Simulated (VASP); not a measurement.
# Ge (I4/mmm) in VASP: single point with PBE+D3(BJ)

Aim: the single point of Ge with PBE+D3(BJ).

All numbers are computed with VASP 6.6.1; they aren't measurements. Logs are shortened: lines on timing, memory, paths and dates and some standing lists are left out, and cuts for length are marked.

### Step 1. The cell of the first run

The structure is tetragonal, space group I4/mmm (No. 139). Conventional cell: a = 2.644 Å, b = 2.644 Å, c = 5.287 Å, α = 90.00°, β = 90.00°, γ = 90.00°. Ge (site symmetry 4/mmm) has 12 Ge at 2.64 to 3.24 Å within 3.5 Å.

### Step 2. Single point, PBE+D3(BJ)

INCAR reads:

```
SYSTEM = Ge
PREC     = Accurate       ! precision mode
ENCUT    = 520            ! plane-wave cutoff, eV
EDIFF    = 1E-6           ! SCF threshold, eV
ISMEAR   = 0              ! smearing method
SIGMA    = 0.15           ! smearing width, eV
LREAL    = .False.        ! projectors in reciprocal space
LASPH    = .True.         ! aspherical terms in the spheres
NELM     = 60             ! most SCF steps
ALGO     = Normal         ! electronic algorithm
ISIF     = 2              ! what is computed and relaxed
LWAVE    = .False.        ! write WAVECAR
LCHARG   = .False.        ! write CHGCAR
GGA      = PE             ! functional
IVDW     = 12             ! dispersion correction
NBANDS   = 13             ! bands
```

KPOINTS reads:

```
regular mesh
0
Gamma
  22 22 22
  0 0 0
```

POSCAR reads:

```
Ge
1.0
    0.0000000000      1.8695208130      2.6435024295
    1.8695208130      0.0000000000      2.6435024295
    1.8695208130      1.8695208130      0.0000000000
Ge
1
Direct
    0.0000000000      0.0000000000      0.0000000000
```

Potentials or basis: VASP PAW PBE potentials, release 64 (Ge_d).

The run is started by

```
$ cat potpaw_PBE.64/Ge_d/POTCAR > POTCAR
$ mpirun -np 1 vasp_std > vasp.out
```

OUTCAR:

```text
SYSTEM = Ge
   PREC = Accurate
   ENCUT = 520
   EDIFF = 1E-6
   ISMEAR = 0
   LREAL = .False.
   LASPH = .True.
   NELM = 60
   ISIF = 2
   GGA = PE
   IVDW = 12
 IVDW          = 12

 ion  position               nearest neighbor table
   1  0.000  0.000  0.000-

  LATTYP: Found a body centered tetragonal cell.
 ALAT       =     2.6439016889
 C/A-ratio  =     1.9996979771

  Lattice vectors:

 A1 = (  -1.8695208130,   0.0000000000,   2.6435024295)
 A2 = (   1.8695208130,   0.0000000000,   2.6435024295)
 A3 = (   0.0000000000,   1.8695208130,  -2.6435024295)

Analysis of symmetry for initial positions (statically):
=====================================================================
 Subroutine PRICEL returns:
 Original cell was already a primitive cell.

 Routine SETGRP: Setting up the symmetry group for a
 body centered tetragonal supercell.

 Subroutine GETGRP returns: Found 16 space group operations
 (whereof 16 operations were pure point group operations)
 out of a pool of 16 trial point group operations.

The static configuration has the point symmetry D_4h.

Analysis of symmetry for dynamics (positions and initial velocities):
=====================================================================
 Subroutine PRICEL returns:
 Original cell was already a primitive cell.

 Routine SETGRP: Setting up the symmetry group for a
 body centered tetragonal supercell.

 Subroutine GETGRP returns: Found 16 space group operations
 (whereof 16 operations were pure point group operations)
 out of a pool of 16 trial point group operations.

The dynamic configuration has the point symmetry D_4h.

 Subroutine INISYM returns: Found 16 space group operations
 (whereof 16 operations are pure point group operations),
 and found     1 'primitive' translations

----------------------------------------------------------------------------------------

                                     Primitive cell

  volume of cell :      18.4787

  direct lattice vectors                    reciprocal lattice vectors
     0.000000000  1.869520813  2.643502429    -0.267448213  0.267448213  0.189143008
     1.869520813  0.000000000  2.643502429     0.267448213 -0.267448213  0.189143008
     1.869520813  1.869520813  0.000000000     0.267448213  0.267448213 -0.189143008

  length of vectors
     3.237779048  3.237779048  2.643901689     0.422885529  0.422885529  0.422885529

  position of ions in fractional coordinates (direct lattice)
     0.000000000  0.000000000  0.000000000

  ion indices of the primitive-cell ions
   primitive index   ion index
                 1           1

----------------------------------------------------------------------------------------

 KPOINTS: regular mesh

Automatic generation of k-mesh.
 Grid dimensions read from file:
 generate k-points for:   22   22   22

 Generating k-lattice:

  Cartesian coordinates                     Fractional coordinates (reciprocal lattice)
    -0.012156737  0.012156737  0.008597409     0.045454545  0.000000000  0.000000000
     0.012156737 -0.012156737  0.008597409     0.000000000  0.045454545  0.000000000
     0.012156737  0.012156737 -0.008597409    -0.000000000 -0.000000000  0.045454545

  Length of vectors
     0.019222069  0.019222069  0.019222069

  Shift w.r.t. Gamma in fractional coordinates (k-lattice)
     0.000000000  0.000000000  0.000000000

 Subroutine IBZKPT returns following result:
 ===========================================

 Found    834 irreducible k-points:

 Following reciprocal coordinates:
            Coordinates               Weight
  0.000000  0.000000  0.000000      1.000000
  0.045455  0.000000  0.000000      8.000000
  0.090909  0.000000  0.000000      8.000000
  0.136364  0.000000  0.000000      8.000000
  0.181818  0.000000  0.000000      8.000000
  0.227273 -0.000000  0.000000      8.000000
[... 16 lines left out ...]
  0.500000  0.045455  0.000000      8.000000
 -0.454545  0.045455  0.000000      8.000000
 [... further k-points ...]
   k-points           NKPTS =    834   k-points in BZ     NKDIM =    834   number of bands    NBANDS=     13
   number of dos      NEDOS =    301   number of ions     NIONS =      1
   total plane-waves  NPLWV =  11520
   dimension x,y,z NGX =    24 NGY =   24 NGZ =   20
   dimension x,y,z NGXF=    48 NGYF=   48 NGZF=   40
   ions per type =               1
   NGX,Y,Z   is equivalent  to a cutoff of  12.32, 12.32, 12.58 a.u.
   NGXF,Y,Z  is equivalent  to a cutoff of  24.65, 24.65, 25.15 a.u.
 SYSTEM =  Ge
   PREC   = accura    normal or accurate (medium, high low for compatibility)
   ISTART =      0    job   : 0-new  1-cont  2-samecut
   ICHARG =      2    charge: 1-file 2-atom 10-const
   ISPIN  =      1    spin polarized calculation?
   LNONCOLLINEAR =      F non collinear calculations
   LSORBIT =      F    spin-orbit coupling
   LASPH  =      T    aspherical Exc in radial PAW
   ENCUT  =  520.0 eV  38.22 Ry    6.18 a.u.   6.02  6.02  4.92*2*pi/ulx,y,z
   NELM   =     60;   NELMIN=  2; NELMDL= -5     # of ELM steps
   EDIFF  = 0.1E-05   stopping-criterion for ELM
   LREAL  =      F    real-space projection
   EDIFFG = 0.1E-04   stopping-criterion for IOM
   NSW    =      0    number of steps for IOM
   IBRION =     -1    ionic relax: 0-MD 1-quasi-New 2-CG
   NFREE  =      0    steps in history (QN), initial steepest desc. (CG)
   ISIF   =      2    stress and relaxation
   ISYM   =      2    0-nonsym 1-usesym 2-fastsym
   POTIM  = 0.5000    time-step for ionic-motion
   TEBEG  =    0.0;   TEEND  =   0.0 temperature during run
   PSTRESS=    0.0 pullay stress
   NELECT =      14.0000    total number of electrons
   NUPDOWN=      -1.0000    fix difference up-down
   EMIN   =  10.00;   EMAX   =-10.00  energy-range for DOS
   EFERMI =   0.00;   METHOD = LEGACY
   ISMEAR =     0;   SIGMA  =   0.15  broadening in eV -4-tet -1-fermi 0-gaus
   EFERMI_NEDOS =   21; number of points for ismear=-14 and -15
   IALGO  =     38    algorithm
   IMIX   =      4    mixing-type and parameters
     AMIX     =   0.40;   BMIX     =  1.00
     AMIX_MAG =   1.60;   BMIX_MAG =  1.00
  volume/ion in A,a.u.               =      18.48       124.70
  Fermi-wavevector in a.u.,A,eV,Ry     =   1.492430  2.820284 30.304914  2.227348
  Thomas-Fermi vector in A             =   2.604959
   LORBIT       =      0    0 simple, 1 ext, 2 COOP (PROOUT), +10 PAW based schemes
   GGA     = PE    functional components
   LHFCALC =     F    Hartree Fock is set to
   AEXX    =    0.0000 exact exchange contribution
   IVDW    =    12    specifies the selected vdW correction
   LEPSILON=     F    determine dielectric tensor
   LRPA    =     F    only Hartree local field effects (RPA)
 non-spin polarized calculation
 Gauss-broadening in eV      SIGMA  =   0.15
  energy-cutoff  :      520.00
  volume of cell :       18.48
 maximum number of plane-waves:       510
   NGX = 13   NGY = 13   NGZ =  9

 number of electron      14.0000002 magnetization

 Free energy of the ion-electron system (eV)
  ---------------------------------------------------
  ext. energy  EPLUGINS =         0.00000000
  ---------------------------------------------------
  free energy    TOTEN  =        -4.12908119 eV

  energy without entropy =       -4.12422299  energy(sigma->0) =       -4.12665209

 E-fermi :   7.0070     XC(G=0): -11.3644

 val. band max:        7.0056558701   @ k =   0.4545   0.0455   0.3636
 cond. band min:       7.0086453028   @ k =  -0.2273   0.0909   0.2727
 fundamental gap:      0.0029894327
 Fermi energy:         7.0070380322

 k-point     1 :       0.0000    0.0000    0.0000
  band No.  band energies     occupation
      1     -17.9028      2.00000
      2     -17.8358      2.00000
      3     -17.7131      2.00000
      4     -17.7131      2.00000
      5     -17.6180      2.00000
      6      -6.4404      2.00000
      7      12.9080      0.00000
      8      16.8813      0.00000
      9      16.8813      0.00000
     10      17.9632      0.00000
     11      20.5298      0.00000
     12      23.3980      0.00000
     13      23.6785      0.00000

 k-point     2 :       0.0455    0.0000    0.0000
  band No.  band energies     occupation
      1     -17.8994      2.00000
      2     -17.8341      2.00000
      3     -17.7147      2.00000
      4     -17.7125      2.00000
      5     -17.6195      2.00000
      6      -6.3857      2.00000
      7      12.7710      0.00000
      8      16.2165      0.00000
      9      16.8939      0.00000
     10      18.1423      0.00000
     11      20.9493      0.00000
     12      21.9480      0.00000
     13      23.6446      0.00000

 k-point     3 :       0.0909    0.0000    0.0000
  band No.  band energies     occupation
      1     -17.8904      2.00000
      2     -17.8283      2.00000
      3     -17.7192      2.00000
      4     -17.7109      2.00000
      5     -17.6240      2.00000
      6      -6.2215      2.00000
      7      12.4094      0.00000
      8      14.8052      0.00000
      9      16.9335      0.00000
     10      18.5105      0.00000
     11      20.6370      0.00000
     12      21.6155      0.00000
     13      23.9631      0.00000

 k-point     4 :       0.1364    0.0000    0.0000
  band No.  band energies     occupation
      1     -17.8791      2.00000
      2     -17.8164      2.00000
      3     -17.7263      2.00000
      4     -17.7084      2.00000
      5     -17.6309      2.00000
      6      -5.9478      2.00000
      7      11.8795      0.00000
      8      13.2127      0.00000
      9      17.0048      0.00000
     10      18.3720      0.00000
     11      20.2663      0.00000
     12      22.0462      0.00000
     13      24.4604      0.00000

 k-point     5 :       0.1818    0.0000    0.0000
  band No.  band energies     occupation
      1     -17.8694      2.00000
      2     -17.7971      2.00000
      3     -17.7347      2.00000
      4     -17.7052      2.00000
      5     -17.6398      2.00000
      6      -5.5646      2.00000
      7      10.9338      0.00000
      8      11.9466      0.00000
      9      17.1128      0.00000
     10      17.5397      0.00000
     11      20.8091      0.00000
     12      22.4571      0.00000
     13      25.0328      0.00000
[... 257 lines left out ...]
 k-point    22 :       0.4545    0.0455    0.0000
  band No.  band energies     occupation
      1     -17.8531      2.00000
      2     -17.7901      2.00000
      3     -17.6969      2.00000
      4     -17.6762      2.00000
      5     -17.6508      2.00000
      6      -1.7100      2.00000
      7       2.7658      2.00000
      8       9.3586      0.00000
      9      15.0464      0.00000
     10      17.8822      0.00000
     11      22.4516      0.00000
     12      25.0736      0.00000
     13      25.8731      0.00000

 k-point    23 :       0.5000    0.0455    0.0000
  band No.  band energies     occupation
      1     -17.8524      2.00000
      2     -17.7945      2.00000
      3     -17.6993      2.00000
      4     -17.6774      2.00000
      5     -17.6374      2.00000
      6      -0.8826      2.00000
      7       1.6967      2.00000
      8       9.4152      0.00000
      9      14.7605      0.00000
     10      18.1495      0.00000
     11      22.9827      0.00000
     12      24.5983      0.00000
     13      25.1485      0.00000

 k-point    24 :      -0.4545    0.0455    0.0000
  band No.  band energies     occupation
      1     -17.8519      2.00000
      2     -17.7963      2.00000
      3     -17.7002      2.00000
      4     -17.6783      2.00000
      5     -17.6331      2.00000
      6      -0.7391      2.00000
      7       1.5190      2.00000
      8       9.5686      0.00000
      9      14.5959      0.00000
     10      18.3387      0.00000
     11      23.5933      0.00000
     12      24.3753      0.00000
     13      24.4843      0.00000

 [... further k-points ...]

------------------------ aborting loop because EDIFF is reached ----------------------------------------

 Edisp (eV)   -0.35874

 E8    (eV) :    -0.1586

  FORCE on cell =-STRESS in cart. coord.  units (eV):
  Direction    XX          YY          ZZ          XY          YZ          ZX
  --------------------------------------------------------------------------------------
  -------------------------------------------------------------------------------------
  Total       0.51774     0.51774    -0.23561     0.00000     0.00000     0.00000
  in kB      44.89038    44.89038   -20.42796     0.00000     0.00000     0.00000
  external pressure =       23.12 kB  Pullay stress =        0.00 kB

 VOLUME and BASIS-vectors are now :
 -----------------------------------------------------------------------------
  energy-cutoff  :      520.00
  volume of cell :       18.48
      direct lattice vectors                 reciprocal lattice vectors
     0.000000000  1.869520813  2.643502429    -0.267448213  0.267448213  0.189143008
     1.869520813  0.000000000  2.643502429     0.267448213 -0.267448213  0.189143008
     1.869520813  1.869520813  0.000000000     0.267448213  0.267448213 -0.189143008

 POSITION                                       TOTAL-FORCE (eV/Angst)
 -----------------------------------------------------------------------------------
      0.00000      0.00000      0.00000         0.000000      0.000000      0.000000
 -----------------------------------------------------------------------------------
    total drift:                               -0.000000      0.000000      0.000000

  FREE ENERGIE OF THE ION-ELECTRON SYSTEM (eV)
  ---------------------------------------------------
  free  energy   TOTEN  =        -4.4878163520 eV

  energy  without entropy=       -4.4829581602  energy(sigma->0) =       -4.48538726
```

Run time: 1.9 min. Hardware: 1 thread of Intel Xeon 8259CL, shared host; peak memory 0.29 GiB.

What came out:

- Free energy: -4.4878 eV
- Pressure: 2.3 GPa
- Band gap on the k mesh: zero (bands 7 and 8 overlap by 9.00 eV)
- Dispersion energy per atom: -0.359 eV
